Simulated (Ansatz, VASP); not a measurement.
## BaTiO3 in VASP and in Ansatz

```
CELL_PARAMETERS angstrom
3.98526 0.00000 0.00000
0.00000 3.98526 0.00000
0.00000 0.00000 4.20222
ATOMIC_POSITIONS crystal
Ba 0.00000 0.00000 0.98930
Ti 0.50000 0.50000 0.47205
O 0.50000 0.50000 0.04088
O 0.50000 0.00000 0.52038
O 0.00000 0.50000 0.52038
```

Alike in both runs: functional PBE; k mesh 8 × 8 × 8; no spin polarisation.

Ansatz relaxed the structure, and its values are those at the end. VASP's run is a single point on that final structure, the one shown.

|  | VASP | Ansatz |
| --- | --- | --- |
| version | VASP 6.6.1 | Ansatz 0.2.0 |
| potentials or method | VASP PAW PBE potentials, release 64 (Ba_sv, Ti_sv, O), cutoff 520 eV | scalar-relativistic, plane waves, PAW |
| occupations | gaussian, width 0.01 eV | fixed |
| valence electrons in the cell | 40 | 40 |

Ansatz gave:

```
gap on the k mesh at the Fermi level (eV) : 1.84
least direct gap on the mesh (eV)         : 2.39
pressure (GPa)                            : 0.0
rms of the force components (eV/Å)        : 0.000
```

Question: What did VASP give for the same quantities?

Answer: gap on the k mesh at the Fermi level (eV): 1.79; least direct gap on the mesh (eV): 2.36; pressure (GPa): 1.6; rms of the force components (eV/Å): 0.034.

Spin-orbit coupling is off throughout.
